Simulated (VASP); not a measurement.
Set up this calculation in VASP 6.6.1, as the native input.

```yaml
Task: single point
Functional: HSE06
Potentials_or_basis: VASP PAW PBE potentials, release 64 (Si)
Cutoff: 400 eV
k_mesh: 6 × 6 × 6
Occupations: fermi-dirac, width 0.05 eV
Spin: no spin polarisation
Dipole_correction: no
Grid_for_exact_exchange_PRECFOCK: Normal
Further_INCAR_settings: ALGO = Normal; EDIFF = 1e-06; NBANDS = 16
Share_of_exact_exchange: 0.25
Screening_parameter: 0.2079 1/Å
```

The system is Si.

```xyz
4
Lattice="0.0000 2.6599 4.6432 2.4223 0.0000 4.6432 2.4223 2.6599 0.0000" Properties=species:S:1:pos:R:3 pbc="T T T"
Si    2.4223    2.6599    2.0452
Si    2.4223    2.6599    7.2413
Si    2.4223    1.4502    4.6432
Si    2.4223    3.8696    4.6432
```

The input as run:

POSCAR

```
Si
1.0
    0.0000000000      2.6598984800      4.6432435421
    2.4222677723      0.0000000000      4.6432435421
    2.4222677723      2.6598984800      0.0000000000
Si
4
Direct
    0.2202307000      0.2202307000      0.7797693000
    0.7797693000      0.7797693000      0.2202307000
    0.2726057200      0.7273942800      0.2726057200
    0.7273942800      0.2726057200      0.7273942800
```

INCAR.step1

```
SYSTEM = Si
ALGO     = Normal         ! electronic algorithm
EDIFF    = 1E-5           ! SCF threshold, eV
ENCUT    = 400            ! plane-wave cutoff, eV
GGA      = PE             ! functional
GGA_COMPAT= .FALSE.      
ISIF     = 2              ! what is computed and relaxed
ISMEAR   = -1             ! smearing method
KPAR     = 4            
LASPH    = .TRUE.         ! aspherical terms in the spheres
LCHARG   = .FALSE.        ! write CHGCAR
LREAL    = .FALSE.        ! projectors in reciprocal space
LWAVE    = .TRUE.         ! write WAVECAR
NBANDS   = 16             ! bands
NELM     = 120            ! most SCF steps
PREC     = Accurate       ! precision mode
SIGMA    = 0.05           ! smearing width, eV
```

INCAR.step2

```
SYSTEM = Si
ALGO     = Normal         ! electronic algorithm
EDIFF    = 1E-6           ! SCF threshold, eV
ENCUT    = 400            ! plane-wave cutoff, eV
GGA      = PE             ! functional
GGA_COMPAT= .FALSE.      
HFSCREEN = 0.2079         ! screening, 1/A
ISIF     = 2              ! what is computed and relaxed
ISMEAR   = -1             ! smearing method
ISTART   = 1            
KPAR     = 4            
LASPH    = .TRUE.         ! aspherical terms in the spheres
LCHARG   = .FALSE.        ! write CHGCAR
LHFCALC  = .TRUE.         ! exact exchange
LREAL    = .FALSE.        ! projectors in reciprocal space
LWAVE    = .FALSE.        ! write WAVECAR
NBANDS   = 16             ! bands
NELM     = 120            ! most SCF steps
PREC     = Accurate       ! precision mode
PRECFOCK = Normal       
SIGMA    = 0.05           ! smearing width, eV
```

KPOINTS

```
k-points
0
G
  6 6 6
  0 0 0
```

Potentials or basis: VASP PAW PBE potentials, release 64 (Si).

Launch:

```console
$ cat potpaw_PBE.64/Si/POTCAR > POTCAR
$ cp INCAR.step1 INCAR
$ mpirun -np 4 vasp_std > vasp.out
$ cp INCAR.step2 INCAR
$ mpirun -np 4 vasp_std > vasp.out
```

Results of the run:

The pressure is 1.0 GPa and the largest force is 0.041 eV/Å. The band gap on the k mesh is zero (bands 8 and 9 overlap by 4.58 eV).

Caveat: the PAW data sets were made with another functional, which shifts forces and pressure a little.

Run time: 38 min on 4 MPI ranks on Intel(R) Xeon(R) Platinum 8259CL CPU @ 2.50GHz (Skylake/Cascade Lake), with other jobs on the host, peak memory 0.28 GiB a rank.
